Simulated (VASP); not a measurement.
# RbCl (Fm-3m) in VASP: further runs

RbCl is run at these levels: r2SCAN; tasks: single point.

Program: VASP 6.6.1. These are calculated values, not measurements. Logs are shortened: lines on timing, memory, paths and dates and some standing lists are left out, and cuts for length are marked.

**1. The cell of the first run**

Symmetry: Fm-3m, No. 225, cubic system. The conventional cell has a = 6.477 Å, b = 6.477 Å, c = 6.477 Å, α = 90.00°, β = 90.00°, γ = 90.00°. Within 4.3 Å of Rb (site symmetry m-3m) lie 6 Cl at 3.24 Å. Within 4.3 Å of Cl (site symmetry m-3m) lie 6 Rb at 3.24 Å.

**2. Single point, r2SCAN (volume changed by -6%)**

Contents of POSCAR:

```
RbCl
1.0
    0.0000000000      3.2383283215      3.2383283215
    3.2383283215      0.0000000000      3.2383283215
    3.2383283215      3.2383283215      0.0000000000
Rb Cl
1 1
Direct
    0.0000000000      0.0000000000      0.0000000000
    0.5000000000      0.5000000000      0.5000000000
```

Contents of INCAR.step1:

```
SYSTEM = RbCl
  PREC = Accurate
  ENCUT = 550
  ISMEAR = 0
  SIGMA = 0.01
  LREAL = .FALSE.
  LASPH = .TRUE.
  NELM = 120
  NBANDS = 15
  GGA = PE
  ALGO = Normal
  EDIFF = 1E-5
  LWAVE = .TRUE.
  LCHARG = .FALSE.
  GGA_COMPAT = .FALSE.
```

Contents of INCAR.step2:

```
SYSTEM = RbCl
  PREC = Accurate
  ENCUT = 550
  EDIFF = 1E-6
  ISMEAR = 0
  SIGMA = 0.01
  LREAL = .FALSE.
  LASPH = .TRUE.
  NELM = 120
  ALGO = Normal
  ISIF = 2
  LWAVE = .FALSE.
  LCHARG = .TRUE.
  METAGGA = R2SCAN
  LMIXTAU = .TRUE.
  LELF = .TRUE.
  LVHAR = .TRUE.
  NBANDS = 15
  ISTART = 1
  GGA_COMPAT = .FALSE.
```

Contents of KPOINTS:

```
regular mesh
0
G
  6 6 6
  0 0 0
```

Potentials or basis: VASP PAW PBE potentials, release 64 (Rb_sv, Cl).

On the command line:

```console
$ cat potpaw_PBE.64/Rb_sv/POTCAR potpaw_PBE.64/Cl/POTCAR > POTCAR
$ cp INCAR.step1 INCAR
$ mpirun -np 1 vasp_std > vasp.out
$ cp INCAR.step2 INCAR
$ mpirun -np 1 vasp_std > vasp.out
```

OUTCAR:

```text
SYSTEM = RbCl
   PREC = Accurate
   ENCUT = 550
   EDIFF = 1E-6
   ISMEAR = 0
   LREAL = .FALSE.
   LASPH = .TRUE.
   NELM = 120
   ISIF = 2
   METAGGA = R2SCAN
   ISTART = 1

 ion  position               nearest neighbor table
   1  0.000  0.000  0.000-   2 3.24   2 3.24   2 3.24   2 3.24   2 3.24   2 3.24
   2  0.500  0.500  0.500-   1 3.24   1 3.24   1 3.24   1 3.24   1 3.24   1 3.24

  LATTYP: Found a face centered cubic cell.
 ALAT       =     6.4766566430

  Lattice vectors:

 A1 = (   0.0000000000,   3.2383283215,   3.2383283215)
 A2 = (   3.2383283215,   0.0000000000,   3.2383283215)
 A3 = (   3.2383283215,   3.2383283215,   0.0000000000)

Analysis of symmetry for initial positions (statically):
=====================================================================
 Subroutine PRICEL returns:
 Original cell was already a primitive cell.

 Routine SETGRP: Setting up the symmetry group for a
 face centered cubic supercell.

 Subroutine GETGRP returns: Found 48 space group operations
 (whereof 48 operations were pure point group operations)
 out of a pool of 48 trial point group operations.

The static configuration has the point symmetry O_h .

Analysis of symmetry for dynamics (positions and initial velocities):
=====================================================================
 Subroutine PRICEL returns:
 Original cell was already a primitive cell.

 Routine SETGRP: Setting up the symmetry group for a
 face centered cubic supercell.

 Subroutine GETGRP returns: Found 48 space group operations
 (whereof 48 operations were pure point group operations)
 out of a pool of 48 trial point group operations.

The dynamic configuration has the point symmetry O_h .

 Subroutine INISYM returns: Found 48 space group operations
 (whereof 48 operations are pure point group operations),
 and found     1 'primitive' translations

----------------------------------------------------------------------------------------

                                     Primitive cell

  volume of cell :      67.9192

  direct lattice vectors                    reciprocal lattice vectors
     0.000000000  3.238328322  3.238328322    -0.154400651  0.154400651  0.154400651
     3.238328322  0.000000000  3.238328322     0.154400651 -0.154400651  0.154400651
     3.238328322  3.238328322  0.000000000     0.154400651  0.154400651 -0.154400651

  length of vectors
     4.579687832  4.579687832  4.579687832     0.267429772  0.267429772  0.267429772

  position of ions in fractional coordinates (direct lattice)
     0.000000000  0.000000000  0.000000000
     0.500000000  0.500000000  0.500000000

  ion indices of the primitive-cell ions
   primitive index   ion index
                 1           1
                 2           2

----------------------------------------------------------------------------------------

 KPOINTS: regular mesh

Automatic generation of k-mesh.
 Grid dimensions read from file:
 generate k-points for:    6    6    6

 Generating k-lattice:

  Cartesian coordinates                     Fractional coordinates (reciprocal lattice)
    -0.025733442  0.025733442  0.025733442     0.166666667  0.000000000  0.000000000
     0.025733442 -0.025733442  0.025733442     0.000000000  0.166666667  0.000000000
     0.025733442  0.025733442 -0.025733442     0.000000000  0.000000000  0.166666667

  Length of vectors
     0.044571629  0.044571629  0.044571629

  Shift w.r.t. Gamma in fractional coordinates (k-lattice)
     0.000000000  0.000000000  0.000000000

 Subroutine IBZKPT returns following result:
 ===========================================

 Found     16 irreducible k-points:

 Following reciprocal coordinates:
            Coordinates               Weight
  0.000000  0.000000  0.000000      1.000000
  0.166667  0.000000  0.000000      8.000000
  0.333333  0.000000  0.000000      8.000000
  0.500000  0.000000  0.000000      4.000000
  0.166667  0.166667  0.000000      6.000000
  0.333333  0.166667  0.000000     24.000000
[... 8 lines left out ...]
 -0.333333  0.333333  0.166667     24.000000
 -0.333333  0.500000  0.166667     12.000000
   k-points           NKPTS =     16   k-points in BZ     NKDIM =     16   number of bands    NBANDS=     15
   number of dos      NEDOS =    301   number of ions     NIONS =      2
   total plane-waves  NPLWV =  46656
   dimension x,y,z NGX =    36 NGY =   36 NGZ =   36
   dimension x,y,z NGXF=    72 NGYF=   72 NGZF=   72
   ions per type =               1   1
   NGX,Y,Z   is equivalent  to a cutoff of  13.07, 13.07, 13.07 a.u.
   NGXF,Y,Z  is equivalent  to a cutoff of  26.14, 26.14, 26.14 a.u.
 SYSTEM =  RbCl
   PREC   = accura    normal or accurate (medium, high low for compatibility)
   ISTART =      1    job   : 0-new  1-cont  2-samecut
   ICHARG =      0    charge: 1-file 2-atom 10-const
   ISPIN  =      1    spin polarized calculation?
   LNONCOLLINEAR =      F non collinear calculations
   LSORBIT =      F    spin-orbit coupling
   LASPH  =      T    aspherical Exc in radial PAW
   ENCUT  =  550.0 eV  40.42 Ry    6.36 a.u.   8.76  8.76  8.76*2*pi/ulx,y,z
   NELM   =    120;   NELMIN=  2; NELMDL=  0     # of ELM steps
   EDIFF  = 0.1E-05   stopping-criterion for ELM
   LREAL  =      F    real-space projection
   EDIFFG = 0.1E-04   stopping-criterion for IOM
   NSW    =      0    number of steps for IOM
   IBRION =     -1    ionic relax: 0-MD 1-quasi-New 2-CG
   NFREE  =      0    steps in history (QN), initial steepest desc. (CG)
   ISIF   =      2    stress and relaxation
   ISYM   =      2    0-nonsym 1-usesym 2-fastsym
   POTIM  = 0.5000    time-step for ionic-motion
   TEBEG  =    0.0;   TEEND  =   0.0 temperature during run
   PSTRESS=    0.0 pullay stress
   NELECT =      16.0000    total number of electrons
   NUPDOWN=      -1.0000    fix difference up-down
   EMIN   =  10.00;   EMAX   =-10.00  energy-range for DOS
   EFERMI =   0.00;   METHOD = LEGACY
   ISMEAR =     0;   SIGMA  =   0.01  broadening in eV -4-tet -1-fermi 0-gaus
   EFERMI_NEDOS =   21; number of points for ismear=-14 and -15
   IALGO  =     38    algorithm
   IMIX   =      4    mixing-type and parameters
     AMIX     =   0.40;   BMIX     =  1.00
     AMIX_MAG =   1.60;   BMIX_MAG =  1.00
  volume/ion in A,a.u.               =      33.96       229.17
  Fermi-wavevector in a.u.,A,eV,Ry     =   1.011076  1.910657 13.908901  1.022275
  Thomas-Fermi vector in A             =   2.144104
   LORBIT       =      0    0 simple, 1 ext, 2 COOP (PROOUT), +10 PAW based schemes
   METAGGA = R2SCAN    functional components
   LHFCALC =     F    Hartree Fock is set to
   AEXX    =    0.0000 exact exchange contribution
   IVDW    =     0    specifies the selected vdW correction
   LEPSILON=     F    determine dielectric tensor
   LRPA    =     F    only Hartree local field effects (RPA)
 non-spin polarized calculation
 Gauss-broadening in eV      SIGMA  =   0.01
  energy-cutoff  :      550.00
  volume of cell :       67.92
 maximum number of plane-waves:      2012
   NGX = 17   NGY = 17   NGZ = 17

 number of electron      15.9999999 magnetization

 Free energy of the ion-electron system (eV)
  ---------------------------------------------------
  ext. energy  EPLUGINS =         0.00000000
  ---------------------------------------------------
  free energy    TOTEN  =       -24.36857198 eV

  energy without entropy =      -24.36857198  energy(sigma->0) =      -24.36857198

 E-fermi :  -2.0604     XC(G=0):  -7.9948

 val. band max:       -2.1110240074   @ k =   0.0000   0.0000   0.0000
 cond. band min:       3.6502812918   @ k =   0.0000   0.0000   0.0000
 fundamental gap:      5.7613052992
 Fermi energy:        -2.0603618767

 k-point     1 :       0.0000    0.0000    0.0000
  band No.  band energies     occupation
      1     -26.6367      2.00000
      2     -14.7030      2.00000
      3     -10.1388      2.00000
      4     -10.1388      2.00000
      5     -10.1388      2.00000
      6      -2.1110      2.00000
      7      -2.1110      2.00000
      8      -2.1110      2.00000
      9       3.6503      0.00000
     10       6.5243      0.00000
     11       6.5243      0.00000
     12       6.5243      0.00000
     13       7.7313      0.00000
     14       7.7313      0.00000
     15      10.4450      0.00000

 k-point     2 :       0.1667    0.0000    0.0000
  band No.  band energies     occupation
      1     -26.6314      2.00000
      2     -14.7225      2.00000
      3     -10.1416      2.00000
      4     -10.1416      2.00000
      5     -10.1282      2.00000
      6      -2.3807      2.00000
      7      -2.2107      2.00000
      8      -2.2107      2.00000
      9       4.2970      0.00000
     10       6.3000      0.00000
     11       6.9006      0.00000
     12       6.9006      0.00000
     13       8.1844      0.00000
     14       8.1844      0.00000
     15      11.6433      0.00000

 k-point     3 :       0.3333    0.0000    0.0000
  band No.  band energies     occupation
      1     -26.6208      2.00000
      2     -14.7612      2.00000
      3     -10.1470      2.00000
      4     -10.1470      2.00000
      5     -10.1075      2.00000
      6      -2.8342      2.00000
      7      -2.3990      2.00000
      8      -2.3990      2.00000
      9       5.6368      0.00000
     10       6.3049      0.00000
     11       7.9492      0.00000
     12       7.9492      0.00000
     13       9.3234      0.00000
     14       9.3234      0.00000
     15      11.9327      0.00000
[... 199 lines left out ...]
 k-point    15 :      -0.3333    0.3333    0.1667
  band No.  band energies     occupation
      1     -26.6110      2.00000
      2     -14.7141      2.00000
      3     -10.3044      2.00000
      4     -10.2950      2.00000
      5     -10.1213      2.00000
      6      -2.6885      2.00000
      7      -2.3963      2.00000
      8      -2.3829      2.00000
      9       6.1713      0.00000
     10       6.2551      0.00000
     11       8.4793      0.00000
     12       8.6553      0.00000
     13       9.8889      0.00000
     14      10.7020      0.00000
     15      10.9686      0.00000

 k-point    16 :      -0.3333    0.5000    0.1667
  band No.  band energies     occupation
      1     -26.6096      2.00000
      2     -14.6818      2.00000
      3     -10.4005      2.00000
      4     -10.3066      2.00000
      5     -10.1544      2.00000
      6      -2.4966      2.00000
      7      -2.3947      2.00000
      8      -2.2876      2.00000
      9       5.2735      0.00000
     10       7.0985      0.00000
     11       7.8019      0.00000
     12       8.8754      0.00000
     13       9.8334      0.00000
     14      10.6748      0.00000
     15      11.2293      0.00000

------------------------ aborting loop because EDIFF is reached ----------------------------------------

  FORCE on cell =-STRESS in cart. coord.  units (eV):
  Direction    XX          YY          ZZ          XY          YZ          ZX
  --------------------------------------------------------------------------------------
  -------------------------------------------------------------------------------------
  Total        0.5352236      0.5352236      0.5352236      0.0000000      0.0000000      0.0000000
  in kB       12.6256333     12.6256333     12.6256333      0.0000000      0.0000000      0.0000000
  external PRESSURE =      12.6256333 kB  Pullay stress =       0.0000000 kB

 VOLUME and BASIS-vectors are now :
 -----------------------------------------------------------------------------
  energy-cutoff  :      550.00
  volume of cell :       67.92
      direct lattice vectors                 reciprocal lattice vectors
     0.000000000  3.238328322  3.238328322    -0.154400651  0.154400651  0.154400651
     3.238328322  0.000000000  3.238328322     0.154400651 -0.154400651  0.154400651
     3.238328322  3.238328322  0.000000000     0.154400651  0.154400651 -0.154400651

 POSITION                                       TOTAL-FORCE (eV/Angst)
 -----------------------------------------------------------------------------------
      0.00000      0.00000      0.00000         0.000000      0.000000      0.000000
      3.23833      3.23833      3.23833        -0.000000     -0.000000     -0.000000
 -----------------------------------------------------------------------------------
    total drift:                                0.000000      0.000000      0.000000

  FREE ENERGIE OF THE ION-ELECTRON SYSTEM (eV)
  ---------------------------------------------------
  free  energy   TOTEN  =       -24.3685719830 eV

  energy  without entropy=      -24.3685719830  energy(sigma->0) =      -24.36857198
```

Run time: 2.1 min. Hardware: 1 thread of AMD EPYC 7R43 (Zen 3), shared host; peak memory 0.18 GiB.

Results:

```
Free energy            : -24.3686 eV
Pressure               : 1.3 GPa
Band gap on the k mesh : 5.76 eV, direct
```

Caveat: the PAW data sets were made with another functional, which shifts forces and pressure a little.

(Continued in part 2 of 3.)
